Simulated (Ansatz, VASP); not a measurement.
Al2Au: VASP beside Ansatz

The input INCAR:

```
SYSTEM = Al2Au
PREC = Accurate
ENCUT = 520
EDIFF = 1E-6
ISMEAR = 0
SIGMA = 0.1
LREAL = .FALSE.
LASPH = .TRUE.
NELM = 100
ALGO = Normal
ISIF = 2
LWAVE = .FALSE.
LCHARG = .TRUE.
GGA = PE
LELF = .TRUE.
LVHAR = .TRUE.
NBANDS = 16
```

File KPOINTS:

```
regular mesh
0
G
  6 6 6
  0 0 0
```

File POSCAR:

```
Al2Au
1.0
    0.0000000000      3.0023346600      3.0023346600
    3.0023346600      0.0000000000      3.0023346600
    3.0023346600      3.0023346600      0.0000000000
Al Au
2 1
Direct
    0.2500000000      0.2500000000      0.2500000000
    0.7500000000      0.7500000000      0.7500000000
    0.0000000000      0.0000000000      0.0000000000
```

Input for Ansatz:

```yaml
crystal:
  lattice:
    - [0.0, 3.00233466, 3.00233466]
    - [3.00233466, 0.0, 3.00233466]
    - [3.00233466, 3.00233466, 0.0]
  atoms:
    - { symbol: Al, position: [0.25, 0.25, 0.25] }
    - { symbol: Al, position: [0.75, 0.75, 0.75] }
    - { symbol: Au, position: [0.0, 0.0, 0.0] }
basis:
  ecutwfc: 420
kpoints:
  mp_grid: { grid: [6, 6, 6] }
hamiltonian:
  xc: pbe
  pseudopotentials: { kind: paw, azcp: { folder: soft_1 } }
scf:
  occupations: { method: gaussian, width: 0.1 }
output:
  forces: true
  stress: true
  eigenvalues: true
```

Alike in both runs: task single point; functional PBE; k mesh 6 × 6 × 6; occupations gaussian, width 0.1 eV; no spin polarisation.

|  | VASP | Ansatz |
| --- | --- | --- |
| version | VASP 6.6.1 | Ansatz 0.2.0 |
| potentials or method | VASP PAW PBE potentials, release 64 (Al, Au), cutoff 520 eV | scalar-relativistic, plane waves, PAW |
| valence electrons in the cell | 17 | 25 |

|  | VASP | Ansatz | Ansatz less VASP |
| --- | --- | --- | --- |
| gap on the k mesh at the Fermi level (eV) | none | none | - |
| pressure (GPa) | 2.9 | 3.1 | +0.19 |

A gap of «none» marks a metal or a gap that the smearing closes. The functional is the same, so the differences come from potentials, cutoffs and numerics. VASP's potentials hold 17 valence electrons a cell and Ansatz's 25, so a difference there can come from the potentials and not from the codes.

Neither program's run includes spin-orbit coupling.
